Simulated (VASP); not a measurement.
# Zn4HO4 (a cell with a defect) in VASP: a series of runs

Zn4HO4 (a cell with a defect) is run at these levels: PBEsol; tasks: single point.

Program: VASP 6.6.1. These are calculated values, not measurements. Logs are shortened: lines on timing, memory, paths and dates and some standing lists are left out, and cuts for length are marked.

## (1) The cell of the first run

The cell holds a defect, 9 atoms: a = 5.515 Å, b = 5.515 Å, c = 3.243 Å, α = 90.00°, β = 90.00°, γ = 90.00°.

## (2) Single point, PBEsol

File INCAR:

```
SYSTEM = Zn4HO4
ALGO = Normal
EDIFF = 1E-7
ENCUT = 520
GGA = PS
ISIF = 2
ISMEAR = 0
LASPH = .True.
LCHARG = .False.
LREAL = .False.
LWAVE = .False.
NBANDS = 46
NELM = 100
PREC = Accurate
SIGMA = 0.05
```

File KPOINTS:

```
k-points
0
Gamma
  4 4 8
  0 0 0
```

File POSCAR:

```
Zn4HO4
1.0
    5.5148137916      0.0000000000      0.0000000000
    0.0000000000      5.5148137916      0.0000000000
    0.0000000000      0.0000000000      3.2430062931
Zn O H
4 4 1
Direct
    0.1820657240      0.1820657240      0.5000000000
    0.8179342760      0.8179342760      0.5000000000
    0.6820657240      0.3179342760      0.0000000000
    0.3179342760      0.6820657240      0.0000000000
    0.8180023132      0.1819976868      0.5000000000
    0.1819976868      0.8180023132      0.5000000000
    0.6819976868      0.6819976868      0.0000000000
    0.3180023132      0.3180023132      0.0000000000
    1.0000405349     -0.6180023132      0.1000000000
```

Potentials or basis: VASP PAW PBE potentials, release 64 (Zn, O, H).

On the command line:

```bash
$ cat potpaw_PBE.64/Zn/POTCAR potpaw_PBE.64/O/POTCAR potpaw_PBE.64/H/POTCAR > POTCAR
$ mpirun -np 1 vasp_std > vasp.out
```

OUTCAR:

```text
SYSTEM = Zn4HO4
   EDIFF = 1E-7
   ENCUT = 520
   GGA = PS
   ISIF = 2
   ISMEAR = 0
   LASPH = .True.
   LREAL = .False.
   NELM = 100
   PREC = Accurate

 ion  position               nearest neighbor table
   1  0.182  0.182  0.500-   8 1.94   8 1.94   5 2.01   6 2.01   2 2.84
   2  0.818  0.818  0.500-   7 1.94   7 1.94   5 2.01   6 2.01   1 2.84
   3  0.682  0.318  0.000-   9 1.82   5 1.94   5 1.94   7 2.01   8 2.01   4 2.84
   4  0.318  0.682  0.000-   6 1.94   6 1.94   8 2.01   7 2.01   3 2.84
   5  0.818  0.182  0.500-   3 1.94   3 1.94   1 2.01   2 2.01
   6  0.182  0.818  0.500-   4 1.94   4 1.94   1 2.01   2 2.01
   7  0.682  0.682  0.000-   2 1.94   2 1.94   4 2.01   3 2.01
   8  0.318  0.318  0.000-   1 1.94   1 1.94   4 2.01   3 2.01
   9  0.000  0.382  0.100-   3 1.82

  LATTYP: Found a simple tetragonal cell.
 ALAT       =     5.5148137916
 C/A-ratio  =     0.5880536344

  Lattice vectors:

 A1 = (   5.5148137916,   0.0000000000,   0.0000000000)
 A2 = (   0.0000000000,   5.5148137916,   0.0000000000)
 A3 = (   0.0000000000,   0.0000000000,   3.2430062931)

Analysis of symmetry for initial positions (statically):
=====================================================================
 Subroutine PRICEL returns:
 Original cell was already a primitive cell.

 Routine SETGRP: Setting up the symmetry group for a
 simple tetragonal supercell.

 Subroutine GETGRP returns: Found  1 space group operations
 (whereof  1 operations were pure point group operations)
 out of a pool of 16 trial point group operations.

The static configuration has the point symmetry C_1 .

Analysis of symmetry for dynamics (positions and initial velocities):
=====================================================================
 Subroutine PRICEL returns:
 Original cell was already a primitive cell.

 Routine SETGRP: Setting up the symmetry group for a
 simple tetragonal supercell.

 Subroutine GETGRP returns: Found  1 space group operations
 (whereof  1 operations were pure point group operations)
 out of a pool of 16 trial point group operations.

The dynamic configuration has the point symmetry C_1 .

 Subroutine INISYM returns: Found  1 space group operations
 (whereof  1 operations are pure point group operations),
 and found     1 'primitive' translations

----------------------------------------------------------------------------------------

                                     Primitive cell

  volume of cell :      98.6301

  direct lattice vectors                    reciprocal lattice vectors
     5.514813792  0.000000000  0.000000000     0.181329785  0.000000000  0.000000000
     0.000000000  5.514813792  0.000000000     0.000000000  0.181329785  0.000000000
     0.000000000  0.000000000  3.243006293     0.000000000  0.000000000  0.308355862

  length of vectors
     5.514813792  5.514813792  3.243006293     0.181329785  0.181329785  0.308355862

  position of ions in fractional coordinates (direct lattice)
     0.182065724  0.182065724  0.500000000
     0.817934276  0.817934276  0.500000000
     0.682065724  0.317934276  0.000000000
     0.317934276  0.682065724  0.000000000
     0.818002313  0.181997687  0.500000000
     0.181997687  0.818002313  0.500000000
     0.681997687  0.681997687  0.000000000
     0.318002313  0.318002313  0.000000000
     0.000040535  0.381997687  0.100000000

  ion indices of the primitive-cell ions
   primitive index   ion index
                 1           1
                 2           2
                 3           3
                 4           4
                 5           5
                 6           6
                 7           7
                 8           8
                 9           9

----------------------------------------------------------------------------------------

 KPOINTS: k-points

Automatic generation of k-mesh.
 Grid dimensions read from file:
 generate k-points for:    4    4    8

 Generating k-lattice:

  Cartesian coordinates                     Fractional coordinates (reciprocal lattice)
     0.045332446  0.000000000  0.000000000     0.250000000  0.000000000  0.000000000
     0.000000000  0.045332446  0.000000000     0.000000000  0.250000000  0.000000000
     0.000000000  0.000000000  0.038544483     0.000000000  0.000000000  0.125000000

  Length of vectors
     0.045332446  0.045332446  0.038544483

  Shift w.r.t. Gamma in fractional coordinates (k-lattice)
     0.000000000  0.000000000  0.000000000

 Subroutine IBZKPT returns following result:
 ===========================================

 Found     68 irreducible k-points:

 Following reciprocal coordinates:
            Coordinates               Weight
  0.000000  0.000000  0.000000      1.000000
  0.250000  0.000000  0.000000      2.000000
  0.000000  0.250000  0.000000      2.000000
  0.500000  0.000000  0.000000      1.000000
  0.000000  0.500000  0.000000      1.000000
  0.250000  0.250000  0.000000      2.000000
[... 16 lines left out ...]
 -0.250000  0.500000  0.125000      2.000000
  0.500000 -0.250000  0.125000      2.000000
 [... further k-points ...]
   k-points           NKPTS =     68   k-points in BZ     NKDIM =     68   number of bands    NBANDS=     46
   number of dos      NEDOS =    301   number of ions     NIONS =      9
   total plane-waves  NPLWV =  42336
   dimension x,y,z NGX =    42 NGY =   42 NGZ =   24
   dimension x,y,z NGXF=    84 NGYF=   84 NGZF=   48
   ions per type =               4   4   1
   NGX,Y,Z   is equivalent  to a cutoff of  12.66, 12.66, 12.30 a.u.
   NGXF,Y,Z  is equivalent  to a cutoff of  25.32, 25.32, 24.61 a.u.
 SYSTEM =  Zn4HO4
   PREC   = accura    normal or accurate (medium, high low for compatibility)
   ISTART =      0    job   : 0-new  1-cont  2-samecut
   ICHARG =      2    charge: 1-file 2-atom 10-const
   ISPIN  =      1    spin polarized calculation?
   LNONCOLLINEAR =      F non collinear calculations
   LSORBIT =      F    spin-orbit coupling
   LASPH  =      T    aspherical Exc in radial PAW
   ENCUT  =  520.0 eV  38.22 Ry    6.18 a.u.  10.25 10.25  6.03*2*pi/ulx,y,z
   NELM   =    100;   NELMIN=  2; NELMDL= -5     # of ELM steps
   EDIFF  = 0.1E-06   stopping-criterion for ELM
   LREAL  =      F    real-space projection
   EDIFFG = 0.1E-05   stopping-criterion for IOM
   NSW    =      0    number of steps for IOM
   IBRION =     -1    ionic relax: 0-MD 1-quasi-New 2-CG
   NFREE  =      0    steps in history (QN), initial steepest desc. (CG)
   ISIF   =      2    stress and relaxation
   ISYM   =      2    0-nonsym 1-usesym 2-fastsym
   POTIM  = 0.5000    time-step for ionic-motion
   TEBEG  =    0.0;   TEEND  =   0.0 temperature during run
   PSTRESS=    0.0 pullay stress
   NELECT =      73.0000    total number of electrons
   NUPDOWN=      -1.0000    fix difference up-down
   EMIN   =  10.00;   EMAX   =-10.00  energy-range for DOS
   EFERMI =   0.00;   METHOD = LEGACY
   ISMEAR =     0;   SIGMA  =   0.05  broadening in eV -4-tet -1-fermi 0-gaus
   EFERMI_NEDOS =   21; number of points for ismear=-14 and -15
   IALGO  =     38    algorithm
   IMIX   =      4    mixing-type and parameters
     AMIX     =   0.40;   BMIX     =  1.00
     AMIX_MAG =   1.60;   BMIX_MAG =  1.00
  volume/ion in A,a.u.               =      10.96        73.95
  Fermi-wavevector in a.u.,A,eV,Ry     =   1.480855  2.798411 29.836656  2.192932
  Thomas-Fermi vector in A             =   2.594838
   LORBIT       =      0    0 simple, 1 ext, 2 COOP (PROOUT), +10 PAW based schemes
   GGA     = PS    functional components
   LHFCALC =     F    Hartree Fock is set to
   AEXX    =    0.0000 exact exchange contribution
   IVDW    =     0    specifies the selected vdW correction
   LEPSILON=     F    determine dielectric tensor
   LRPA    =     F    only Hartree local field effects (RPA)
 non-spin polarized calculation
 Gauss-broadening in eV      SIGMA  =   0.05
  energy-cutoff  :      520.00
  volume of cell :       98.63
 maximum number of plane-waves:      2684
 NGX is ok and might be reduce to    42
   NGX = 21   NGY = 21   NGZ = 13

 number of electron      73.0000002 magnetization

 Free energy of the ion-electron system (eV)
  ---------------------------------------------------
  ext. energy  EPLUGINS =         0.00000000
  ---------------------------------------------------
  free energy    TOTEN  =       -39.45706624 eV

  energy without entropy =      -39.45504027  energy(sigma->0) =      -39.45605326

 E-fermi :   2.4183     XC(G=0): -11.1484

 val. band max:        2.4035433972   @ k =   0.5000  -0.2500   0.2500
 cond. band min:       2.4401174381   @ k =   0.5000   0.0000   0.3750
 fundamental gap:      0.0365740409
 Fermi energy:         2.4183066814

 k-point     1 :       0.0000    0.0000    0.0000
  band No.  band energies     occupation
      1     -17.2510      2.00000
      2     -16.5478      2.00000
      3     -16.3424      2.00000
      4     -16.1668      2.00000
      5      -5.6525      2.00000
      6      -5.2871      2.00000
[... 38 lines left out ...]
     45      11.1459      0.00000
     46      13.0007      0.00000

 k-point     2 :       0.2500    0.0000    0.0000
  band No.  band energies     occupation
      1     -17.1655      2.00000
      2     -16.6497      2.00000
      3     -16.3204      2.00000
      4     -16.1776      2.00000
      5      -5.8234      2.00000
      6      -5.3681      2.00000
[... 38 lines left out ...]
     45      11.6030      0.00000
     46      12.1025      0.00000

 k-point     3 :       0.0000    0.2500    0.0000
  band No.  band energies     occupation
      1     -17.1813      2.00000
      2     -16.5983      2.00000
      3     -16.3908      2.00000
      4     -16.1430      2.00000
      5      -5.6749      2.00000
      6      -5.3442      2.00000
[... 38 lines left out ...]
     45      11.4091      0.00000
     46      12.0254      0.00000

 k-point     4 :       0.5000    0.0000    0.0000
  band No.  band energies     occupation
      1     -17.0136      2.00000
      2     -16.8204      2.00000
      3     -16.2690      2.00000
      4     -16.2153      2.00000
      5      -5.9906      2.00000
      6      -5.3892      2.00000
[... 920 lines left out ...]
     45      11.0566      0.00000
     46      11.4041      0.00000

 k-point    23 :      -0.2500    0.5000    0.1250
  band No.  band energies     occupation
      1     -16.9762      2.00000
      2     -16.6461      2.00000
      3     -16.3881      2.00000
      4     -16.1740      2.00000
      5      -5.8612      2.00000
      6      -5.3934      2.00000
[... 38 lines left out ...]
     45      10.8799      0.00000
     46      11.4101      0.00000

 k-point    24 :       0.5000   -0.2500    0.1250
  band No.  band energies     occupation
      1     -16.9374      2.00000
      2     -16.7239      2.00000
      3     -16.2878      2.00000
      4     -16.2345      2.00000
      5      -6.0199      2.00000
      6      -5.3878      2.00000
[... 38 lines left out ...]
     45      11.1422      0.00000
     46      11.3789      0.00000

 [... further k-points ...]
[... 5 lines left out ...]
  --------------------------------------------------------------------------------------
  -------------------------------------------------------------------------------------
  Total        2.2609816      2.6417341      3.8648163     -0.1910725     -0.4535439     -0.2009234
  in kB       36.7280708     42.9131288     62.7812475     -3.1038392     -7.3675053     -3.2638605
  external PRESSURE =      47.4741490 kB  Pullay stress =       0.0000000 kB

 VOLUME and BASIS-vectors are now :
 -----------------------------------------------------------------------------
  energy-cutoff  :      520.00
  volume of cell :       98.63
      direct lattice vectors                 reciprocal lattice vectors
     5.514813792  0.000000000  0.000000000     0.181329785  0.000000000  0.000000000
     0.000000000  5.514813792  0.000000000     0.000000000  0.181329785  0.000000000
     0.000000000  0.000000000  3.243006293     0.000000000  0.000000000  0.308355862

 POSITION                                       TOTAL-FORCE (eV/Angst)
 -----------------------------------------------------------------------------------
      1.00406      1.00406      1.62150        -0.102476     -0.337747      0.180944
      4.51076      4.51076      1.62150         0.058511     -0.127522     -0.009673
      3.76147      1.75335      0.00000         0.288991      0.369404     -0.096555
      1.75335      3.76147      0.00000        -0.087443      0.252150      0.000274
      4.51113      1.00368      1.62150        -0.545378     -0.663129      0.369783
      1.00368      4.51113      1.62150         0.073432      0.229448      0.029420
      3.76109      3.76109      0.00000        -0.425176      0.189421     -0.036093
      1.75372      1.75372      0.00000         0.817511     -0.190042     -0.237503
      0.00022      2.10665      0.32430        -0.077971      0.278016     -0.200597
 -----------------------------------------------------------------------------------
    total drift:                               -0.000077     -0.000013     -0.000037

  FREE ENERGIE OF THE ION-ELECTRON SYSTEM (eV)
  ---------------------------------------------------
  free  energy   TOTEN  =       -39.4570662430 eV

  energy  without entropy=      -39.4550402692  energy(sigma->0) =      -39.45605326
```

Run time: 10 min. Hardware: 1 thread of AMD EPYC 7R13, shared host; peak memory 0.33 GiB.

Results:

```
Free energy   : -39.4571 eV
Pressure      : 4.7 GPa
Largest force : 0.935 eV/Å
```

Forces in eV/Å, atoms in the order of the input:
```
Zn  -0.102 -0.338  0.181
Zn   0.059 -0.128 -0.010
Zn   0.289  0.369 -0.097
Zn  -0.087  0.252  0.000
O   -0.545 -0.663  0.370
O    0.073  0.229  0.029
O   -0.425  0.189 -0.036
O    0.818 -0.190 -0.238
H   -0.078  0.278 -0.201
```

Levels at points of the mesh, in eV from the Fermi level:
```tsv
k point	band 33	band 34	band 35	band 36	band 37	band 38	band 39	band 40	band 41	band 42
(0.00, 0.00, 0.00)	-2.09	-1.73	-1.62	-1.51	-1.40	2.02	3.71	4.28	5.34	6.60
(0.50, 0.00, 0.00)	-2.03	-1.95	-1.85	-1.83	-0.26	1.67	3.20	4.43	5.29	6.58
(0.00, 0.50, 0.00)	-2.32	-2.03	-1.81	-1.70	-0.11	1.71	3.28	4.53	5.85	6.71
(0.50, 0.50, 0.00)	-2.26	-2.24	-2.22	-2.19	-0.22	2.68	2.79	3.14	5.90	6.94
(0.00, 0.00, 0.50)	-3.31	-3.22	-2.79	-2.73	0.85	4.21	5.13	6.28	6.32	6.51
(0.50, 0.00, 0.50)	-3.22	-3.09	-2.54	-2.44	-0.03	4.22	4.38	5.21	5.98	6.30
(0.00, 0.50, 0.50)	-3.18	-2.98	-2.53	-2.46	0.69	4.41	4.83	5.18	5.97	6.21
(0.50, 0.50, 0.50)	-2.88	-2.80	-2.73	-2.67	-0.31	3.70	4.33	4.43	5.51	6.30
```

Caveat: the PAW data sets were made with another functional, which shifts forces and pressure a little; an odd number of electrons without spin polarisation forces a metal; a magnetic or distorted state may lie lower.

## (3) Single point, PBEsol

File INCAR:

```
SYSTEM = Zn4HO4
PREC = Accurate
ENCUT = 520
EDIFF = 1E-6
ISMEAR = 0
SIGMA = 0.05
LREAL = .FALSE.
LASPH = .TRUE.
NELM = 60
ALGO = Normal
ISIF = 2
LWAVE = .FALSE.
LCHARG = .FALSE.
GGA = PS
NBANDS = 46
```

File KPOINTS:

```
Automatic mesh
0
G
  4 4 8
  0 0 0
```

Edit POSCAR of step 2 so:

```diff
@@ -16,2 +16,2 @@
     0.3180023132      0.3180023132      0.0000000000
-    1.0000405349     -0.6180023132      0.1000000000
+    1.0000405349      0.1819976868      0.3000000000
```

Potentials or basis: VASP PAW PBE potentials, release 64 (Zn, O, H).

On the command line:

```bash
$ cat potpaw_PBE.64/Zn/POTCAR potpaw_PBE.64/O/POTCAR potpaw_PBE.64/H/POTCAR > POTCAR
$ mpirun -np 1 vasp_std > vasp.out
```

Wall time 8.5 min (1 thread of AMD EPYC 7R13, shared host); peak memory 0.33 GiB.

It converged, with:

```
Free energy   : -37.2510 eV
Pressure      : 15.7 GPa
Largest force : 12.048 eV/Å
```

Forces in eV/Å, atoms in the order of the input:
```
Zn  10.292  0.026  6.263
Zn  -0.072 -0.892  0.093
Zn  -0.882  0.863 -0.153
Zn  -0.020  0.120 -0.002
O   -1.440 -0.207  0.177
O   -0.060  0.014  0.081
O    0.040 -0.052  0.024
O    0.521 -0.022 -0.471
H   -8.380  0.150 -6.011
```

Stress tensor (GPa, compression positive):
```
26.00 -0.08  9.12
-0.08  6.91 -1.29
 9.12 -1.29 14.27
```

Levels at points of the mesh, in eV from the Fermi level:
| k point | band 32 | band 33 | band 34 | band 35 | band 36 | band 37 | band 38 | band 39 | band 40 | band 41 |
| --- | --- | --- | --- | --- | --- | --- | --- | --- | --- | --- |
| (0.00, 0.00, 0.00) | -3.86 | -3.72 | -3.23 | -3.00 | -2.87 | -2.74 | 1.27 | 2.11 | 3.37 | 4.09 |
| (0.50, 0.00, 0.00) | -4.50 | -3.71 | -3.46 | -3.38 | -3.27 | -0.51 | 0.07 | 2.04 | 2.92 | 4.56 |
| (0.00, 0.50, 0.00) | -4.28 | -4.17 | -3.91 | -3.15 | -3.04 | -0.87 | 0.24 | 2.66 | 2.89 | 3.81 |
| (0.50, 0.50, 0.00) | -4.39 | -3.88 | -3.67 | -3.63 | -3.58 | -0.13 | 1.17 | 1.52 | 1.64 | 3.84 |
| (0.00, 0.00, 0.50) | -4.99 | -4.84 | -4.65 | -4.28 | -4.20 | 1.11 | 2.64 | 3.39 | 4.55 | 4.92 |
| (0.50, 0.00, 0.50) | -4.93 | -4.79 | -4.47 | -4.04 | -3.88 | 0.49 | 2.68 | 3.21 | 3.63 | 4.27 |
| (0.00, 0.50, 0.50) | -4.81 | -4.63 | -4.37 | -4.14 | -3.94 | 1.05 | 2.76 | 3.32 | 3.55 | 3.84 |
| (0.50, 0.50, 0.50) | -4.58 | -4.30 | -4.29 | -4.13 | -4.04 | 0.30 | 2.26 | 2.50 | 2.80 | 4.37 |

Caveat: the PAW data sets were made with another functional, which shifts forces and pressure a little; an odd number of electrons without spin polarisation forces a metal; a magnetic or distorted state may lie lower.

## (4) Single point, PBEsol

File INCAR:

```
ALGO     = Normal         # electronic algorithm
EDIFF    = 1E-6           # SCF threshold, eV
ENCUT    = 520            # plane-wave cutoff, eV
GGA      = PS             # functional
ISIF     = 2              # what is computed and relaxed
ISMEAR   = 0              # smearing method
LASPH    = True           # aspherical terms in the spheres
LCHARG   = False          # write CHGCAR
LREAL    = False          # projectors in reciprocal space
LWAVE    = False          # write WAVECAR
NBANDS   = 46             # bands
NELM     = 80             # most SCF steps
PREC     = Accurate       # precision mode
SIGMA    = 0.05           # smearing width, eV
```

File KPOINTS:

```
k-points
0
Gamma
  4 4 8
```

Edit POSCAR of step 3 so:

```diff
@@ -16,2 +16,2 @@
     0.3180023132      0.3180023132      0.0000000000
-    1.0000405349      0.1819976868      0.3000000000
+    1.0000405349     -0.4180023132      0.1000000000
```

On the command line:

```bash
$ cat potpaw_PBE.64/Zn/POTCAR potpaw_PBE.64/O/POTCAR potpaw_PBE.64/H/POTCAR > POTCAR
$ mpirun -np 1 vasp_std > vasp.out
```

Wall time 8.1 min (1 thread of AMD EPYC 7R13, shared host); peak memory 0.33 GiB.

The run converged. Its results:

- Free energy: -39.5028 eV
- Pressure: 4.0 GPa
- Largest force: 0.840 eV/Å

Forces on the atoms (eV/Å):
```
Zn  -0.103  0.086 -0.005
Zn   0.177  0.259  0.103
Zn   0.180 -0.199  0.002
Zn  -0.421 -0.316 -0.055
O   -0.101 -0.294  0.052
O    0.450  0.643  0.300
O   -0.746  0.257 -0.189
O    0.500 -0.253 -0.052
H    0.065 -0.182 -0.156
```

Stress tensor (GPa, compression positive):
```
 2.47 -0.53  0.29
-0.53  4.28  0.51
 0.29  0.51  5.24
```

Levels at points of the mesh, in eV from the Fermi level:
| k point | band 35 | band 36 | band 37 | band 38 | band 39 | band 40 |
| --- | --- | --- | --- | --- | --- | --- |
| (0.00, 0.00, 0.00) | -1.47 | -1.40 | -1.26 | 2.30 | 3.86 | 4.14 |
| (0.50, 0.00, 0.00) | -1.70 | -1.69 | -0.21 | 1.81 | 3.38 | 4.59 |
| (0.00, 0.50, 0.00) | -1.72 | -1.58 | 0.03 | 1.83 | 3.37 | 4.64 |
| (0.50, 0.50, 0.00) | -2.08 | -2.04 | -0.21 | 2.82 | 2.91 | 3.28 |
| (0.00, 0.00, 0.50) | -2.68 | -2.58 | 0.77 | 4.34 | 5.31 | 6.43 |
| (0.50, 0.00, 0.50) | -2.41 | -2.29 | -0.06 | 4.35 | 4.51 | 5.36 |
| (0.00, 0.50, 0.50) | -2.40 | -2.30 | 0.64 | 4.57 | 4.91 | 5.32 |
| (0.50, 0.50, 0.50) | -2.64 | -2.53 | -0.39 | 3.82 | 4.51 | 4.58 |

Caveat: the PAW data sets were made with another functional, which shifts forces and pressure a little; an odd number of electrons without spin polarisation forces a metal; a magnetic or distorted state may lie lower.
